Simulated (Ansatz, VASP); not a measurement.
# K: VASP beside Ansatz

```
K
1.0
    -2.61250    2.61250    2.61250
     2.61250   -2.61250    2.61250
     2.61250    2.61250   -2.61250
K
1
Direct
  0.00000 0.00000 0.00000
```

Alike in both runs: task relaxation of cell and atoms; functional r2SCAN; k mesh 12 × 12 × 12; occupations gaussian, width 0.1 eV; no spin polarisation.

|  | VASP | Ansatz |
| --- | --- | --- |
| version | VASP 6.6.1 | Ansatz 0.2.0 |
| potentials or method | VASP PAW PBE potentials, release 64 (K_sv), cutoff 600 eV | scalar-relativistic, plane waves, PAW |
| valence electrons in the cell | 9 | 9 |

Ansatz gave:

```
gap on the k mesh at the Fermi level, each at its own relaxed structure (eV) : none
relaxed volume (Å³/atom)                                                     : 76.08
relaxed cell length with the largest relative difference (Å)                 : 4.623
```

**Question.** Estimate VASP's values.

**Answer.** gap on the k mesh at the Fermi level, each at its own relaxed structure (eV): none; relaxed volume (Å³/atom): 76.39; relaxed cell length with the largest relative difference (Å): 4.630.

VASP's potentials were made for PBE, not for r2SCAN. A gap of «none» marks a metal or a gap that the smearing closes.
